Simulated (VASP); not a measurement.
# MgI2 (P-3m1) in VASP: notebook

The runs below take MgI2 through single point, with PBE.

Program: VASP 6.6.1. These are calculated values, not measurements. Logs are shortened: lines on timing, memory, paths and dates and some standing lists are left out, and cuts for length are marked.

### 1 The cell of the first run

The structure is trigonal, space group P-3m1 (No. 164). Conventional cell: a = 4.207 Å, b = 4.207 Å, c = 7.812 Å, α = 90.00°, β = 90.00°, γ = 120.00°. Within 3.9 Å of Mg (site symmetry -3m) lie 6 I at 2.95 Å. I (site symmetry 3m) has 3 Mg at 2.95 Å within 3.9 Å.

### 2 Single point, PBE (engineering shear strain xz +0.0000, normal strain along z +0.0000)

INCAR

```
SYSTEM = MgI2
  ALGO = Normal
  EDIFF = 1E-7
  ENCUT = 520
  GGA = PE
  ISIF = 2
  ISMEAR = 0
  LASPH = .TRUE.
  LCHARG = .TRUE.
  LELF = .TRUE.
  LREAL = .FALSE.
  LVHAR = .TRUE.
  LWAVE = .FALSE.
  NBANDS = 15
  NELM = 100
  PREC = Accurate
  SIGMA = 0.05
```

KPOINTS

```
k-points
0
G
  6 6 4
  0 0 0
```

POSCAR

```
MgI2
1.0
    4.2072027146      0.0000000000      0.0000000000
   -2.1036013573      3.6435444297      0.0000000000
    0.0000000000      0.0000000000      7.8117229395
Mg I
1 2
Direct
    0.0000000000      0.0000000000      0.0000000000
    0.3333333333      0.6666666667      0.7858667836
    0.6666666667      0.3333333333      0.2141332164
```

Potentials or basis: VASP PAW PBE potentials, release 64 (Mg, I).

Command:

```sh
$ cat potpaw_PBE.64/Mg/POTCAR potpaw_PBE.64/I/POTCAR > POTCAR
$ mpirun -np 1 vasp_std > vasp.out
```

OUTCAR:

```text
SYSTEM = MgI2
   EDIFF = 1E-7
   ENCUT = 520
   GGA = PE
   ISIF = 2
   ISMEAR = 0
   LASPH = .TRUE.
   LREAL = .FALSE.
   NELM = 100
   PREC = Accurate

 ion  position               nearest neighbor table
   1  0.000  0.000  0.000-   2 2.95   3 2.95   2 2.95   3 2.95   3 2.95   2 2.95
   2  0.333  0.667  0.786-   1 2.95   1 2.95   1 2.95
   3  0.667  0.333  0.214-   1 2.95   1 2.95   1 2.95

  LATTYP: Found a hexagonal cell.
 ALAT       =     4.2072027146
 C/A-ratio  =     1.8567498334

  Lattice vectors:

 A1 = (   4.2072027146,   0.0000000000,   0.0000000000)
 A2 = (  -2.1036013573,   3.6435444297,   0.0000000000)
 A3 = (   0.0000000000,   0.0000000000,   7.8117229395)

Analysis of symmetry for initial positions (statically):
=====================================================================
 Subroutine PRICEL returns:
 Original cell was already a primitive cell.

 Routine SETGRP: Setting up the symmetry group for a
 hexagonal supercell.

 Subroutine GETGRP returns: Found 12 space group operations
 (whereof 12 operations were pure point group operations)
 out of a pool of 24 trial point group operations.

The static configuration has the point symmetry D_3d.

Analysis of symmetry for dynamics (positions and initial velocities):
=====================================================================
 Subroutine PRICEL returns:
 Original cell was already a primitive cell.

 Routine SETGRP: Setting up the symmetry group for a
 hexagonal supercell.

 Subroutine GETGRP returns: Found 12 space group operations
 (whereof 12 operations were pure point group operations)
 out of a pool of 24 trial point group operations.

The dynamic configuration has the point symmetry D_3d.

 Subroutine INISYM returns: Found 12 space group operations
 (whereof 12 operations are pure point group operations),
 and found     1 'primitive' translations

----------------------------------------------------------------------------------------

                                     Primitive cell

  volume of cell :     119.7469

  direct lattice vectors                    reciprocal lattice vectors
     4.207202715  0.000000000  0.000000000     0.237687620  0.137229011  0.000000000
    -2.103601357  3.643544430  0.000000000     0.000000000  0.274458023  0.000000000
     0.000000000  0.000000000  7.811722940     0.000000000  0.000000000  0.128012733

  length of vectors
     4.207202715  4.207202715  7.811722940     0.274458023  0.274458023  0.128012733

  position of ions in fractional coordinates (direct lattice)
[... 93 lines left out ...]
   EMIN   =  10.00;   EMAX   =-10.00  energy-range for DOS
   EFERMI =   0.00;   METHOD = LEGACY
   ISMEAR =     0;   SIGMA  =   0.05  broadening in eV -4-tet -1-fermi 0-gaus
   EFERMI_NEDOS =   21; number of points for ismear=-14 and -15
   IALGO  =     38    algorithm
   IMIX   =      4    mixing-type and parameters
     AMIX     =   0.40;   BMIX     =  1.00
     AMIX_MAG =   1.60;   BMIX_MAG =  1.00
  volume/ion in A,a.u.               =      39.92       269.36
  Fermi-wavevector in a.u.,A,eV,Ry     =   0.836938  1.581584  9.530412  0.700466
  Thomas-Fermi vector in A             =   1.950745
   LORBIT       =      0    0 simple, 1 ext, 2 COOP (PROOUT), +10 PAW based schemes
   GGA     = PE    functional components
   LHFCALC =     F    Hartree Fock is set to
   AEXX    =    0.0000 exact exchange contribution
   IVDW    =     0    specifies the selected vdW correction
   LEPSILON=     F    determine dielectric tensor
   LRPA    =     F    only Hartree local field effects (RPA)
 non-spin polarized calculation
 Gauss-broadening in eV      SIGMA  =   0.05
  energy-cutoff  :      520.00
  volume of cell :      119.75
 maximum number of plane-waves:      3251
 NGX is ok and might be reduce to    32
   NGX = 15   NGY = 15   NGZ = 29

 number of electron      16.0000000 magnetization

 Free energy of the ion-electron system (eV)
  ---------------------------------------------------
  ext. energy  EPLUGINS =         0.00000000
  ---------------------------------------------------
  free energy    TOTEN  =        -7.73885383 eV

  energy without entropy =       -7.73885383  energy(sigma->0) =       -7.73885383

 E-fermi :   1.1694     XC(G=0):  -7.4357

 val. band max:        0.9233146319   @ k =   0.0000   0.0000   0.0000
 cond. band min:       4.5322070944   @ k =   0.5000  -0.0000   0.5000
 fundamental gap:      3.6088924624
 Fermi energy:         1.1693658277

 k-point     1 :       0.0000    0.0000    0.0000
  band No.  band energies     occupation
      1     -10.8265      2.00000
      2     -10.2913      2.00000
      3      -2.0691      2.00000
      4       0.6378      2.00000
      5       0.6378      2.00000
      6       0.6435      2.00000
      7       0.9233      2.00000
      8       0.9233      2.00000
      9       4.6323      0.00000
     10       5.8217      0.00000
     11       7.6178      0.00000
     12       7.6178      0.00000
     13       7.8645      0.00000
     14       9.0772      0.00000
[... 401 lines left out ...]
      2     -10.0748      2.00000
      3      -2.0638      2.00000
      4      -1.4323      2.00000
      5      -1.4323      2.00000
      6      -0.9151      2.00000
      7       0.3332      2.00000
      8       0.3332      2.00000
      9       5.5189      0.00000
     10       7.0276      0.00000
     11       7.0276      0.00000
     12       8.5367      0.00000
     13       9.2632      0.00000
     14       9.2890      0.00000
     15       9.6189      0.00000

------------------------ aborting loop because EDIFF is reached ----------------------------------------

  FORCE on cell =-STRESS in cart. coord.  units (eV):
  Direction    XX          YY          ZZ          XY          YZ          ZX
  --------------------------------------------------------------------------------------
  -------------------------------------------------------------------------------------
  Total       -0.0329320     -0.0329320     -0.0221636      0.0000000     -0.0000000      0.0000000
  in kB       -0.4406207     -0.4406207     -0.2965426      0.0000000     -0.0000000      0.0000000
  external PRESSURE =      -0.3925947 kB  Pullay stress =       0.0000000 kB

 VOLUME and BASIS-vectors are now :
 -----------------------------------------------------------------------------
  energy-cutoff  :      520.00
  volume of cell :      119.75
      direct lattice vectors                 reciprocal lattice vectors
     4.207202715  0.000000000  0.000000000     0.237687620  0.137229011  0.000000000
    -2.103601357  3.643544430  0.000000000     0.000000000  0.274458023  0.000000000
     0.000000000  0.000000000  7.811722940     0.000000000  0.000000000  0.128012733

 POSITION                                       TOTAL-FORCE (eV/Angst)
 -----------------------------------------------------------------------------------
      0.00000      0.00000      0.00000         0.000000      0.000000     -0.000000
     -0.00000      2.42903      6.13897        -0.000000      0.000000      0.010099
      2.10360      1.21451      1.67275         0.000000      0.000000     -0.010099
 -----------------------------------------------------------------------------------
    total drift:                               -0.000000      0.000000     -0.000000

  FREE ENERGIE OF THE ION-ELECTRON SYSTEM (eV)
  ---------------------------------------------------
  free  energy   TOTEN  =        -7.7388538314 eV

  energy  without entropy=       -7.7388538314  energy(sigma->0) =       -7.73885383
```

OSZICAR:

```text
N       E                     dE             d eps       ncg     rms          rms(c)
DAV:   1     0.774041339369E+02    0.77404E+02   -0.55446E+03   720   0.816E+02
DAV:   2    -0.133313765644E+01   -0.78737E+02   -0.71753E+02  1047   0.131E+02
DAV:   3    -0.776907433386E+01   -0.64359E+01   -0.64032E+01   972   0.426E+01
DAV:   4    -0.790841537556E+01   -0.13934E+00   -0.13932E+00  1022   0.743E+00
DAV:   5    -0.790991182722E+01   -0.14965E-02   -0.14964E-02   980   0.785E-01    0.375E+00
DAV:   6    -0.776785806406E+01    0.14205E+00   -0.12405E-01   776   0.178E+00    0.258E+00
DAV:   7    -0.774074785500E+01    0.27110E-01   -0.12870E-01   839   0.177E+00    0.756E-01
DAV:   8    -0.773872565519E+01    0.20222E-02   -0.88748E-03   825   0.527E-01    0.265E-01
DAV:   9    -0.773886415963E+01   -0.13850E-03   -0.11341E-03   923   0.200E-01    0.959E-02
DAV:  10    -0.773884933090E+01    0.14829E-04   -0.39735E-05   916   0.430E-02    0.379E-02
DAV:  11    -0.773885287178E+01   -0.35409E-05   -0.11057E-05   804   0.218E-02    0.164E-02
DAV:  12    -0.773885340654E+01   -0.53477E-06   -0.58523E-07   979   0.492E-03    0.876E-03
DAV:  13    -0.773885392645E+01   -0.51991E-06   -0.18295E-07   759   0.265E-03    0.560E-03
DAV:  14    -0.773885383137E+01    0.95085E-07   -0.74427E-08   675   0.192E-03
   1 F= -.77388538E+01 E0= -.77388538E+01  d E =-.167709E-13
```

stdout:

```text
POSCAR found type information on POSCAR MgI
 POSCAR found :  2 types and       3 ions
 scaLAPACK will be used
 LDA part: xc-table for (Slater+PW92), standard interpolation
 POSCAR, INCAR and KPOINTS ok, starting setup
 FFT: planning ... GRIDC
 FFT: planning ... GRID_SOFT
 FFT: planning ... GRID
 WAVECAR not read
 entering main loop
```

Run time: 35 s. Hardware: 1 thread of AMD EPYC 7R43 (Zen 3), shared host; peak memory 0.22 GiB.

Results:

* Free energy: -7.7389 eV
* Pressure: 0.0 GPa
* Largest force: 0.010 eV/Å
* Band gap on the k mesh: 3.61 eV, indirect (least direct gap 3.71 eV)

Forces in eV/Å, atoms in the order of the input:
```
Mg   0.000  0.000  0.000
I    0.000  0.000  0.010
I    0.000  0.000 -0.010
```

Levels at points of the mesh, in eV from the valence-band top:
```tsv
k point	band 4	band 5	band 6	band 7	band 8	band 9	band 10	band 11	band 12	band 13
(0.00, 0.00, 0.00)	-0.29	-0.29	-0.28	0.00	0.00	3.71	4.90	6.69	6.69	6.94
(0.50, 0.00, 0.00)	-2.68	-1.38	-1.14	-0.64	-0.39	3.66	5.44	5.79	7.27	7.45
(0.00, 0.00, 0.50)	-0.85	-0.27	-0.27	-0.02	-0.02	4.36	4.89	6.65	6.65	7.17
(0.50, 0.00, 0.50)	-2.77	-1.16	-1.11	-0.63	-0.44	3.61	5.44	5.76	6.32	7.54
```

Caveat: the cell differs from its parent crystal (engineering shear strain xz +0.0000, normal strain along z +0.0000); spin-orbit coupling is left out, which moves the levels of the heavy elements; this functional lacks dispersion, which binds the layers, so the pressure and a relaxed spacing across them are unreliable. A k mesh can miss the band edges.

### 3 Single point, PBE (engineering shear strain xz +0.0000, normal strain along z +0.0133)

INCAR

```
SYSTEM = MgI2
PREC     = Accurate       ! precision mode
ENCUT    = 520            ! plane-wave cutoff, eV
EDIFF    = 1E-7           ! SCF threshold, eV
ISMEAR   = 0              ! smearing method
SIGMA    = 0.05           ! smearing width, eV
LREAL    = .False.        ! projectors in reciprocal space
LASPH    = .True.         ! aspherical terms in the spheres
NELM     = 60             ! most SCF steps
ALGO     = Normal         ! electronic algorithm
ISIF     = 2              ! what is computed and relaxed
LWAVE    = .False.        ! write WAVECAR
LCHARG   = .False.        ! write CHGCAR
GGA      = PE             ! functional
NBANDS   = 15             ! bands
```

KPOINTS

```
regular mesh
0
Gamma
  6 6 4
  0 0 0
```

POSCAR

```
MgI2
1.0
    4.2072027146      0.0000000000      0.0000000000
   -2.1036013573      3.6435444297      0.0000000000
    0.0000000000      0.0000000000      7.9156188546
Mg I
1 2
Direct
    0.0000000000      0.0000000000      0.0000000000
    0.3333333333      0.6666666667      0.7885866908
    0.6666666667      0.3333333333      0.2114133092
```

Potentials or basis: VASP PAW PBE potentials, release 64 (Mg, I).

Command:

```sh
$ cat potpaw_PBE.64/Mg/POTCAR potpaw_PBE.64/I/POTCAR > POTCAR
$ mpirun -np 1 vasp_std > vasp.out
```

It took 35 s on 1 thread of AMD EPYC 7R43 (Zen 3), shared host; peak memory 0.22 GiB.

It converged, with:

```
Free energy            : -7.7389 eV
Pressure               : -0.1 GPa
Largest force          : 0.012 eV/Å
Band gap on the k mesh : 3.61 eV, indirect (least direct gap 3.71 eV)
```

Forces in eV/Å, atoms in the order of the input:
```
Mg   0.000  0.000  0.000
I    0.000  0.000  0.012
I    0.000  0.000 -0.012
```

Levels at points of the mesh, in eV from the valence-band top:
```csv
k point,band 6,band 7,band 8,band 9,band 10,band 11
"(0.00, 0.00, 0.00)",-0.28,0.00,0.00,3.71,4.90,6.69
"(0.50, 0.00, 0.00)",-1.14,-0.63,-0.39,3.66,5.45,5.79
"(0.00, 0.00, 0.50)",-0.27,-0.01,-0.01,4.34,4.89,6.65
"(0.50, 0.00, 0.50)",-1.11,-0.63,-0.43,3.61,5.44,5.75
```

Caveat: the cell differs from its parent crystal (engineering shear strain xz +0.0000, normal strain along z +0.0133); spin-orbit coupling is left out, which moves the levels of the heavy elements; this functional lacks dispersion, which binds the layers, so the pressure and a relaxed spacing across them are unreliable. A k mesh can miss the band edges.

### 4 Single point, PBE (engineering shear strain xz +0.0000, normal strain along z +0.0267)

INCAR

```
PREC = Accurate
ENCUT = 520
EDIFF = 1E-6
ISMEAR = 0
SIGMA = 0.05
LREAL = False
LASPH = True
NELM = 80
ALGO = Normal
ISIF = 2
LWAVE = False
LCHARG = False
GGA = PE
NBANDS = 15
```

KPOINTS

```
regular mesh
0
Gamma
  6 6 4
```

POSCAR

```
MgI2
1.0
    4.2072027146      0.0000000000      0.0000000000
   -2.1036013573      3.6435444297      0.0000000000
    0.0000000000      0.0000000000      8.0202959420
Mg I
1 2
Direct
    0.0000000000      0.0000000000      0.0000000000
    0.3333333333      0.6666666667      0.7911929800
    0.6666666667      0.3333333333      0.2088070200
```

Command:

```sh
$ cat potpaw_PBE.64/Mg/POTCAR potpaw_PBE.64/I/POTCAR > POTCAR
$ mpirun -np 1 vasp_std > vasp.out
```

Wall time 30 s (1 thread of AMD EPYC 7R43 (Zen 3), shared host); peak memory 0.21 GiB.

It converged, with:

```
Free energy            : -7.7387 eV
Pressure               : -0.1 GPa
Largest force          : 0.016 eV/Å
Band gap on the k mesh : 3.61 eV, indirect (least direct gap 3.72 eV)
```

Forces in eV/Å, atoms in the order of the input:
```
Mg   0.000  0.000  0.000
I    0.000  0.000  0.016
I    0.000  0.000 -0.016
```

Levels at points of the mesh, in eV from the valence-band top:
```csv
k point,band 6,band 7,band 8,band 9,band 10,band 11
"(0.00, 0.00, 0.00)",-0.28,0.00,0.00,3.72,4.90,6.69
"(0.50, 0.00, 0.00)",-1.13,-0.63,-0.40,3.66,5.45,5.79
"(0.00, 0.00, 0.50)",-0.27,-0.01,-0.01,4.31,4.89,6.66
"(0.50, 0.00, 0.50)",-1.11,-0.63,-0.43,3.61,5.45,5.75
```

Caveat: the cell differs from its parent crystal (engineering shear strain xz +0.0000, normal strain along z +0.0267); spin-orbit coupling is left out, which moves the levels of the heavy elements; this functional lacks dispersion, which binds the layers, so the pressure and a relaxed spacing across them are unreliable. A k mesh can miss the band edges.

### 5 Single point, PBE (engineering shear strain xz +0.0000, normal strain along z +0.0400)

INCAR

```
PREC = Accurate
ENCUT = 520
EDIFF = 1E-7
ISMEAR = 0
SIGMA = 0.05
LREAL = F
LASPH = T
NELM = 60
ALGO = Normal
ISIF = 2
LWAVE = F
LCHARG = F
GGA = PE
NBANDS = 15
```

KPOINTS

```
Automatic mesh
0
Gamma
  6 6 4
```

POSCAR

```
MgI2
1.0
    4.2072027146      0.0000000000      0.0000000000
   -2.1036013573      3.6435444297      0.0000000000
    0.0000000000      0.0000000000      8.1241918571
Mg I
1 2
Direct
    0.0000000000      0.0000000000      0.0000000000
    0.3333333333      0.6666666667      0.7940089671
    0.6666666667      0.3333333333      0.2059910329
```

Command:

```sh
$ cat potpaw_PBE.64/Mg/POTCAR potpaw_PBE.64/I/POTCAR > POTCAR
$ mpirun -np 1 vasp_std > vasp.out
```

It took 40 s on 1 thread of AMD EPYC 7R43 (Zen 3), shared host; peak memory 0.21 GiB.

The run converged. Its results:

```
Free energy            : -7.7384 eV
Pressure               : -0.1 GPa
Largest force          : 0.010 eV/Å
Band gap on the k mesh : 3.62 eV, indirect (least direct gap 3.73 eV)
```

Forces on the atoms (eV/Å):
```
Mg   0.000  0.000  0.000
I    0.000  0.000  0.010
I    0.000  0.000 -0.010
```

Levels at points of the mesh, in eV from the valence-band top:
```csv
k point,band 6,band 7,band 8,band 9,band 10,band 11
"(0.00, 0.00, 0.00)",-0.28,0.00,0.00,3.73,4.90,6.69
"(0.50, 0.00, 0.00)",-1.13,-0.63,-0.40,3.66,5.45,5.80
"(0.00, 0.00, 0.50)",-0.27,-0.01,-0.01,4.30,4.89,6.66
"(0.50, 0.00, 0.50)",-1.11,-0.63,-0.42,3.61,5.46,5.75
```

Caveat: the cell differs from its parent crystal (engineering shear strain xz +0.0000, normal strain along z +0.0400); spin-orbit coupling is left out, which moves the levels of the heavy elements; this functional lacks dispersion, which binds the layers, so the pressure and a relaxed spacing across them are unreliable.

### 6 Overview

```csv
cell,gap on the mesh (eV),pressure (GPa),largest force (eV/Å)
"a = 4.207, b = 4.207, c = 7.812 Å, angles 90.0, 90.0, 120.0°, 3 atoms",3.61,0.0,0.01
"a = 4.207, b = 4.207, c = 7.916 Å, angles 90.0, 90.0, 120.0°, 3 atoms",3.61,-0.1,0.01
"a = 4.207, b = 4.207, c = 8.020 Å, angles 90.0, 90.0, 120.0°, 3 atoms",3.61,-0.1,0.02
"a = 4.207, b = 4.207, c = 8.124 Å, angles 90.0, 90.0, 120.0°, 3 atoms",3.62,-0.1,0.01
```

Alike in all rows: task single point; level PBE; potentials or basis VASP PAW PBE potentials, release 64 (Mg, I); no spin polarisation; k mesh 6 × 6 × 4; cutoff (eV) 520; smearing gaussian 0.05 eV.

Caveats: spin-orbit coupling is left out, which moves the levels of the heavy elements; this functional lacks dispersion, which binds the layers, so the pressure and a relaxed spacing across them are unreliable.

Total energies depend on the potentials used, so only differences within one code and one set of settings carry meaning.
